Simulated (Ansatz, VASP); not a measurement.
Cu in VASP and in Ansatz

```
Cu
1.0
     2.68614    0.00000    0.00000
    -1.34307    2.19459    0.00000
     0.00000    0.00000    4.11257
Cu
2
Direct
  0.33333 0.66667 0.25000
  0.66667 0.33333 0.75000
```

Change from the starting cell: strain +0.0600 x Voigt [1, 0, 0, 0, 0, 0], atoms carried along.

Alike in both runs: task single point; functional PBE; k mesh 24 × 24 × 12; occupations gaussian, width 0.15 eV; no spin polarisation.

|  | VASP | Ansatz |
| --- | --- | --- |
| version | VASP 6.6.1 | Ansatz 0.2.0 |
| potentials or method | VASP PAW PBE potentials, release 64 (Cu), cutoff 520 eV | scalar-relativistic, plane waves, PAW |
| valence electrons in the cell | 22 | 38 |

Ansatz gave:

```
gap on the k mesh at the Fermi level (eV)                     : none
pressure (GPa)                                                : -1.2
traceless stress, the component that is largest in VASP (GPa) : -4.35
rms of the force components (eV/Å)                            : 0.062
```

Task: What did VASP give for the same quantities?

Result: gap on the k mesh at the Fermi level (eV): none; pressure (GPa): 0.1; traceless stress, the component that is largest in VASP (GPa): -4.32; rms of the force components (eV/Å): 0.062.

Atom by atom the forces differ by 0.000 eV/Å (rms over components). A gap of «none» marks a metal or a gap that the smearing closes. VASP's potentials hold 22 valence electrons a cell and Ansatz's 38, so a difference there can come from the potentials and not from the codes.
